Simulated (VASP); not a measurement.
Set up this calculation in VASP 6.6.1, as the native input.

| Property | Result |
| --- | --- |
| Task | single point |
| Functional | LDA |
| Potentials or basis | VASP PAW LDA potentials, release 64 (Pb_d, S) |
| Cutoff | 520 eV |
| k mesh | 12 × 12 × 12 |
| Occupations | fermi-dirac, width 0.08 eV |
| Spin | no spin polarisation |
| Dipole correction | no |
| Further INCAR settings | ALGO = Normal; EDIFF = 1e-06; NBANDS = 17 |

The structure of PbS (rocksalt type) lies in POSCAR:

```
PbS
1.0
    0.0000000000      2.8007455428      2.8007455428
    2.8007455428      0.0000000000      2.8007455428
    2.8007455428      2.8007455428      0.0000000000
Pb S
1 1
Direct
    0.0000000000      0.0000000000      0.0000000000
    0.5000000000      0.5000000000      0.5000000000
```

One way to write it, as run:

INCAR

```
SYSTEM = PbS
PREC = Accurate
ENCUT = 520
EDIFF = 1E-6
ISMEAR = -1
SIGMA = 0.08
LREAL = .FALSE.
LASPH = .TRUE.
NELM = 80
ALGO = Normal
ISIF = 2
LWAVE = .FALSE.
LCHARG = .TRUE.
GGA = CA
LELF = .TRUE.
LVHAR = .TRUE.
NBANDS = 17
```

KPOINTS

```
Automatic mesh
0
G
  12 12 12
  0 0 0
```

Potentials or basis: VASP PAW LDA potentials, release 64 (Pb_d, S).

Launch:

```bash
$ cat potpaw_LDA.64/Pb_d/POTCAR potpaw_LDA.64/S/POTCAR > POTCAR
$ mpirun -np 1 vasp_std > vasp.out
```

Results of the run:

```json
{"Pressure": "11.0 GPa", "Band gap on the k mesh": "0.45 eV (least direct gap 0.56 eV)"}
```

Caveat: the cell stands under pressure; spin-orbit coupling is left out, which moves the levels of the heavy elements.

Wall time 83 s on 1 thread of Intel Xeon 8259CL (shared host), peak memory 0.19 GiB.
